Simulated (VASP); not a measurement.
# Si16Ge (a cell with a defect) in VASP: notebook, part 2 of 3

VASP 6.6.1. Earlier steps stand in the parts before.

**3. Single point, PBEsol**

Contents of INCAR:

```
  PREC = Accurate
  ENCUT = 520
  EDIFF = 1E-6
  ISMEAR = 0
  SIGMA = 0.02
  LREAL = Auto
  LASPH = T
  NELM = 60
  ALGO = Normal
  ISIF = 2
  LWAVE = F
  LCHARG = F
  GGA = PS
  NBANDS = 53
```

Contents of KPOINTS:

```
Automatic mesh
0
Gamma
  2 2 2
```

Contents of POSCAR:

```
Si16Ge
1.0
    0.0000000000      5.4300000000      5.4300000000
    5.4300000000      0.0000000000      5.4300000000
    5.4300000000      5.4300000000      0.0000000000
Si Ge
16 1
Direct
    0.0781382136     -0.0255969613     -0.0256755985
    0.1335787293      0.1308908840      0.1308264273
   -0.0121501842      0.0098691529      0.5016989871
    0.1336283610      0.1306861878      0.6059331492
   -0.0121428177      0.5017667587      0.0098023020
    0.1336312155      0.6060146409      0.1306118785
   -0.0119780847      0.5015791897      0.5015033149
    0.0832814917      0.6392719153      0.6392023020
    0.5082585635      0.0185488029      0.0184981584
    0.7007344383      0.1001976059      0.1001163904
    0.5081974217      0.0183885820      0.4557920810
    0.6160068140      0.1449162063      0.6200294659
    0.5081971455      0.4558726519      0.0183234807
    0.6160087477      0.6200982505      0.1448433702
    0.4566419890      0.5148082873      0.5147390424
    0.6160848066      0.6200634438      0.6199967772
    0.4989872007      0.8341069061      0.8340174033
```

Potentials or basis: VASP PAW PBE potentials, release 64 (Si, Ge_d).

Run with:

```console
cat potpaw_PBE.64/Si/POTCAR potpaw_PBE.64/Ge_d/POTCAR > POTCAR
mpirun -np 1 vasp_std > vasp.out
```

OUTCAR:

```text
PREC = Accurate
   ENCUT = 520
   EDIFF = 1E-6
   ISMEAR = 0
   LREAL = Auto
   LASPH = T
   NELM = 60
   ISIF = 2
   GGA = PS

 ion  position               nearest neighbor table
   1  0.078  0.974  0.974-   6 2.35   4 2.35   2 2.35  10 2.37  17 2.64
   2  0.134  0.131  0.131-   3 2.33   5 2.33   1 2.35   9 2.36
   3  0.988  0.010  0.502-   4 2.33   2 2.33   8 2.33  12 2.33
   4  0.134  0.131  0.606-   3 2.33   7 2.33   1 2.35  11 2.35
[... 657 lines left out ...]
  Total        7.0700853      7.1190761      7.1229858      1.4761432     -1.5023977      1.4768621
  in kB       35.3757577     35.6208875     35.6404498      7.3860049     -7.5173713      7.3896017
  external PRESSURE =      35.5456983 kB  Pullay stress =       0.0000000 kB

 VOLUME and BASIS-vectors are now :
 -----------------------------------------------------------------------------
  energy-cutoff  :      520.00
  volume of cell :      320.21
      direct lattice vectors                 reciprocal lattice vectors
     0.000000000  5.430000000  5.430000000    -0.092081031  0.092081031  0.092081031
     5.430000000  0.000000000  5.430000000     0.092081031 -0.092081031  0.092081031
     5.430000000  5.430000000  0.000000000     0.092081031  0.092081031 -0.092081031

 POSITION                                       TOTAL-FORCE (eV/Angst)
 -----------------------------------------------------------------------------------
     10.58159      5.71487      5.71530         0.002743     -0.000961     -0.000731
      1.42113      1.43572      1.43607        -0.008836      0.000875      0.000938
      2.77782      8.08825      5.41761        -0.003152      0.000563      0.000340
      3.99984      4.01582      1.43523         0.002520      0.004455     -0.000223
      2.77782      5.41729      8.08866        -0.002979      0.000032      0.000429
      3.99988      1.43484      4.01628         0.002757     -0.000455      0.004304
[... 9 lines left out ...]
      6.73353      6.71192      6.71228         0.009680      0.009928      0.009593
      9.05792      7.23821      7.23870         0.021378     -0.020916     -0.021023
 -----------------------------------------------------------------------------------
    total drift:                               -0.002226     -0.001829     -0.002248

  FREE ENERGIE OF THE ION-ELECTRON SYSTEM (eV)
  ---------------------------------------------------
  free  energy   TOTEN  =       -92.4825131899 eV

  energy  without entropy=      -92.4786580148  energy(sigma->0) =      -92.48058560
```

stdout:

```text
POSCAR found type information on POSCAR SiGe
 POSCAR found :  2 types and      17 ions
 scaLAPACK will be used
 -----------------------------------------------------------------------------
|                                                                             |
|                                                                             |
|     You enforced a specific xc type in the INCAR file but a different       |
|     I HOPE YOU KNOW WHAT YOU ARE DOING!                                     |
|                                                                             |
 -----------------------------------------------------------------------------

 LDA part: xc-table for (Slater+PW92), standard interpolation
 POSCAR, INCAR and KPOINTS ok, starting setup
 FFT: planning ... GRIDC
 FFT: planning ... GRID_SOFT
 FFT: planning ... GRID
 WAVECAR not read
 entering main loop
```

Run time: 2.2 min. Hardware: 1 thread of Intel Xeon 6975P-C (Granite Rapids), shared host; peak memory 0.49 GiB.

What came out:

* Free energy: -92.4825 eV
* Pressure: 3.6 GPa
* Largest force: 0.037 eV/Å
* Band gap on the k mesh: zero (band 39 reaches 6.70 eV, above the bottom of band 40 at 6.58 eV)

Forces on the atoms (eV/Å):
```
Si   0.003 -0.001 -0.001
Si  -0.009  0.001  0.001
Si  -0.003  0.001  0.000
Si   0.003  0.004  0.000
Si  -0.003  0.000  0.000
Si   0.003  0.000  0.004
Si   0.004  0.002  0.001
Si  -0.018  0.012  0.011
Si   0.007 -0.008 -0.007
Si  -0.011  0.007  0.007
Si   0.007 -0.004 -0.004
Si  -0.008  0.005 -0.012
Si   0.008 -0.004 -0.003
Si  -0.008 -0.012  0.006
Si  -0.005  0.008  0.008
Si   0.010  0.010  0.010
Ge   0.021 -0.021 -0.021
```

Stress tensor (GPa, compression positive):
```
 3.54  0.74  0.74
 0.74  3.56 -0.75
 0.74 -0.75  3.56
```

Levels at points of the mesh, in eV from the Fermi level:
| k point | band 35 | band 36 | band 37 | band 38 | band 39 | band 40 | band 41 | band 42 | band 43 | band 44 |
| --- | --- | --- | --- | --- | --- | --- | --- | --- | --- | --- |
| (0.00, 0.00, 0.00) | -1.36 | -1.05 | -0.54 | -0.54 | -0.53 | -0.11 | -0.11 | 0.20 | 0.20 | 0.74 |
| (0.50, 0.00, 0.00) | -1.27 | -1.27 | -1.17 | -1.16 | -0.28 | 0.38 | 0.38 | 1.15 | 1.18 | 1.18 |
| (0.00, 0.50, 0.00) | -1.38 | -1.35 | -1.30 | -0.88 | -0.21 | 0.19 | 0.72 | 0.84 | 1.00 | 1.28 |
| (0.00, 0.00, 0.50) | -1.38 | -1.35 | -1.30 | -0.88 | -0.21 | 0.19 | 0.72 | 0.83 | 1.00 | 1.28 |
| (0.50, 0.50, 0.50) | -1.38 | -1.35 | -1.30 | -0.88 | -0.20 | 0.19 | 0.72 | 0.83 | 1.00 | 1.28 |
| (0.50, 0.50, 0.00) | -1.95 | -1.78 | -1.67 | -0.91 | 0.01 | 0.40 | 1.25 | 1.41 | 1.69 | 1.86 |
| (0.00, 0.50, 0.50) | -1.95 | -1.78 | -1.67 | -0.91 | 0.01 | 0.40 | 1.25 | 1.41 | 1.69 | 1.86 |
| (0.50, 0.00, 0.50) | -1.95 | -1.78 | -1.67 | -0.91 | 0.01 | 0.40 | 1.25 | 1.41 | 1.69 | 1.86 |

Caveat: the k points lie up to 0.50 Å⁻¹ apart; the PAW data sets were made with another functional, which shifts forces and pressure a little.

**4. Single point, PBEsol**

Contents of INCAR:

```
SYSTEM = Si16Ge
  PREC = Accurate
  ENCUT = 520
  EDIFF = 1E-7
  ISMEAR = 0
  SIGMA = 0.02
  LREAL = Auto
  LASPH = .True.
  NELM = 60
  ALGO = Normal
  ISIF = 2
  LWAVE = .False.
  LCHARG = .True.
  GGA = PS
  LELF = .True.
  LVHAR = .True.
  NBANDS = 53
```

Contents of KPOINTS:

```
Automatic mesh
0
Gamma
  2 2 2
  0 0 0
```

Contents of POSCAR:

```
Si16Ge
1.0
    0.0000000000      5.4300000000      5.4300000000
    5.4300000000      0.0000000000      5.4300000000
    5.4300000000      5.4300000000      0.0000000000
Si Ge
16 1
Direct
    0.0902554328     -0.0297276243     -0.0299408840
    0.1382735727      0.1293645488      0.1291407919
   -0.0131027624      0.0149278085      0.4994441989
    0.1381768877      0.1294814917      0.6039142726
   -0.0131034991      0.4996664825      0.0147018416
    0.1381722836      0.6041302947      0.1292639963
   -0.0130933702      0.4997581952      0.4995405157
    0.0664871087      0.6449523020      0.6447265193
    0.5112818600      0.0152829650      0.0150505525
    0.7061418048      0.0984342541      0.0982055249
    0.5112092081      0.0153605893      0.4593543278
    0.6160633517      0.1525620626      0.6162519337
    0.5112053407      0.4595819521      0.0151337017
    0.6160643646      0.6164820442      0.1523363720
    0.4432182320      0.5193856354      0.5191591160
    0.6161152855      0.6163423573      0.6161090239
    0.5385453039      0.8209154696      0.8206918969
```

Potentials or basis: VASP PAW PBE potentials, release 64 (Si, Ge_d).

Run with:

```console
cat potpaw_PBE.64/Si/POTCAR potpaw_PBE.64/Ge_d/POTCAR > POTCAR
mpirun -np 1 vasp_std > vasp.out
```

OUTCAR:

```text
SYSTEM = Si16Ge
   PREC = Accurate
   ENCUT = 520
   EDIFF = 1E-7
   ISMEAR = 0
   LREAL = Auto
   LASPH = .True.
   NELM = 60
   ISIF = 2
   GGA = PS

 ion  position               nearest neighbor table
   1  0.090  0.970  0.970-   6 2.35   4 2.35   2 2.35  10 2.41  17 2.81
   2  0.138  0.129  0.129-   5 2.33   3 2.33   9 2.34   1 2.35
   3  0.987  0.015  0.499-  12 2.33   4 2.33   2 2.33   8 2.34
   4  0.138  0.129  0.604-   7 2.33   3 2.33  11 2.34   1 2.35
   5  0.987  0.500  0.015-  14 2.33   6 2.33   2 2.33   8 2.34
   6  0.138  0.604  0.129-   7 2.33   5 2.33  13 2.34   1 2.35
   7  0.987  0.500  0.500-  16 2.33   6 2.33   4 2.33   8 2.34
   8  0.066  0.645  0.645-   7 2.34   5 2.34   3 2.34  15 2.36
   9  0.511  0.015  0.015-  10 2.32   2 2.34  17 2.47  12 2.51  14 2.51
  10  0.706  0.098  0.098-   9 2.32  13 2.32  11 2.32   1 2.41
  11  0.511  0.015  0.459-  10 2.32   4 2.34  17 2.47  12 2.51  16 2.51
  12  0.616  0.153  0.616-  15 2.32   3 2.33  17 2.43   9 2.51  11 2.51
  13  0.511  0.460  0.015-  10 2.32   6 2.34  17 2.47  14 2.51  16 2.51
  14  0.616  0.616  0.152-  15 2.32   5 2.33  17 2.43   9 2.51  13 2.51
  15  0.443  0.519  0.519-  16 2.32  14 2.32  12 2.32   8 2.36
  16  0.616  0.616  0.616-  15 2.32   7 2.33  17 2.43  11 2.51  13 2.51
[... 211 lines left out ...]
      4     -17.8255      2.00000
      5     -17.8211      2.00000
      6      -6.4317      2.00000
[... 421 lines left out ...]
     50      10.2620      0.00000
     51      10.3197      0.00000
 [bands above 51 left out]

------------------------ aborting loop because EDIFF is reached ----------------------------------------

  FORCE on cell =-STRESS in cart. coord.  units (eV):
  Direction    XX          YY          ZZ          XY          YZ          ZX
  --------------------------------------------------------------------------------------
  -------------------------------------------------------------------------------------
  Total        6.8075606      6.8113455      6.8092601      0.9679448     -0.9745453      0.9667793
  in kB       34.0621935     34.0811315     34.0706973      4.8431921     -4.8762180      4.8373602
  external PRESSURE =      34.0713408 kB  Pullay stress =       0.0000000 kB

 VOLUME and BASIS-vectors are now :
 -----------------------------------------------------------------------------
  energy-cutoff  :      520.00
  volume of cell :      320.21
      direct lattice vectors                 reciprocal lattice vectors
     0.000000000  5.430000000  5.430000000    -0.092081031  0.092081031  0.092081031
     5.430000000  0.000000000  5.430000000     0.092081031 -0.092081031  0.092081031
     5.430000000  5.430000000  0.000000000     0.092081031  0.092081031 -0.092081031

 POSITION                                       TOTAL-FORCE (eV/Angst)
 -----------------------------------------------------------------------------------
     10.53600      5.75751      5.75867         0.040521     -0.033939     -0.033334
      1.40368      1.45206      1.45327        -0.022952      0.016036      0.015271
      2.79304      8.07083      5.43991         0.011253     -0.010988      0.013739
      3.98234      4.02956      1.45339        -0.017351      0.026834      0.016861
      2.79302      5.43868      8.07204         0.011187      0.014053     -0.011421
      3.98233      1.45218      4.03070        -0.017332      0.017217      0.027607
[... 9 lines left out ...]
      6.69221      6.69098      6.69225         0.013639     -0.037118     -0.037213
      8.91393      7.38066      7.38187        -0.027917      0.025789      0.025689
 -----------------------------------------------------------------------------------
    total drift:                               -0.006850      0.000423     -0.000056

  FREE ENERGIE OF THE ION-ELECTRON SYSTEM (eV)
  ---------------------------------------------------
  free  energy   TOTEN  =       -92.4629444385 eV

  energy  without entropy=      -92.4627774193  energy(sigma->0) =      -92.46286093
```

OSZICAR:

```text
N       E                     dE             d eps       ncg     rms          rms(c)
DAV:   1     0.388208844235E+03    0.38821E+03   -0.29815E+04  1056   0.159E+03
DAV:   2    -0.289167147322E+02   -0.41713E+03   -0.38839E+03   920   0.385E+02
DAV:   3    -0.909796480592E+02   -0.62063E+02   -0.59158E+02  1061   0.102E+02
DAV:   4    -0.942025927635E+02   -0.32229E+01   -0.31913E+01  1056   0.269E+01
DAV:   5    -0.942999972762E+02   -0.97405E-01   -0.97208E-01  1096   0.474E+00    0.144E+01
DAV:   6    -0.929983480987E+02    0.13016E+01   -0.83593E-01  1024   0.282E+00    0.858E+00
DAV:   7    -0.924606927417E+02    0.53766E+00   -0.12652E+00   960   0.348E+00    0.672E-01
DAV:   8    -0.924624128107E+02   -0.17201E-02   -0.94337E-02  1048   0.134E+00    0.422E-01
DAV:   9    -0.924626754871E+02   -0.26268E-03   -0.62389E-03  1088   0.348E-01    0.210E-01
DAV:  10    -0.924628889211E+02   -0.21343E-03   -0.76683E-04  1016   0.973E-02    0.826E-02
DAV:  11    -0.924629405321E+02   -0.51611E-04   -0.12838E-04  1008   0.540E-02    0.280E-02
DAV:  12    -0.924629440576E+02   -0.35254E-05   -0.10483E-05  1096   0.157E-02    0.711E-03
DAV:  13    -0.924629443704E+02   -0.31284E-06   -0.24579E-06  1040   0.630E-03    0.247E-03
DAV:  14    -0.924629446278E+02   -0.25736E-06   -0.57336E-07  1024   0.302E-03    0.899E-04
DAV:  15    -0.924629444399E+02    0.18782E-06   -0.59743E-08   576   0.119E-03    0.381E-04
DAV:  16    -0.924629444385E+02    0.14388E-08   -0.10669E-08   544   0.537E-04
   1 F= -.92462944E+02 E0= -.92462861E+02  d E =-.167019E-03
```

Wall time 2.7 min (1 thread of Intel Xeon 6975P-C (Granite Rapids), shared host); peak memory 0.49 GiB.

What came out:

```yaml
Free_energy: -92.4629 eV
Pressure: 3.4 GPa
Largest_force: 0.062 eV/Å
Band_gap_on_the_k_mesh: 0.08 eV
```

Forces on the atoms (eV/Å):
```
Si   0.041 -0.034 -0.033
Si  -0.023  0.016  0.015
Si   0.011 -0.011  0.014
Si  -0.017  0.027  0.017
Si   0.011  0.014 -0.011
Si  -0.017  0.017  0.028
Si  -0.015 -0.012 -0.011
Si   0.008 -0.009 -0.009
Si  -0.035 -0.009 -0.009
Si  -0.004  0.005  0.005
Si   0.006  0.038 -0.009
Si   0.034 -0.039 -0.008
Si   0.006 -0.009  0.038
Si   0.034 -0.008 -0.039
Si  -0.025  0.025  0.025
Si   0.014 -0.037 -0.037
Ge  -0.028  0.026  0.026
```

Levels at points of the mesh, in eV from the valence-band top:
```csv
k point,band 37,band 38,band 39,band 40,band 41,band 42
"(0.00, 0.00, 0.00)",-0.34,-0.34,-0.34,0.08,0.08,0.42
"(0.50, 0.00, 0.00)",-0.98,-0.98,-0.10,0.57,0.57,1.34
"(0.00, 0.50, 0.00)",-1.13,-0.60,-0.20,0.41,0.88,1.02
"(0.00, 0.00, 0.50)",-1.13,-0.60,-0.20,0.41,0.88,1.02
"(0.50, 0.50, 0.50)",-1.13,-0.60,-0.20,0.41,0.88,1.02
"(0.50, 0.50, 0.00)",-1.47,-0.51,0.00,0.58,1.52,1.61
"(0.00, 0.50, 0.50)",-1.47,-0.51,0.00,0.58,1.52,1.61
"(0.50, 0.00, 0.50)",-1.47,-0.51,0.00,0.58,1.52,1.61
```

Caveat: the k points lie up to 0.50 Å⁻¹ apart; the PAW data sets were made with another functional, which shifts forces and pressure a little.

[end of part 2 of 3]
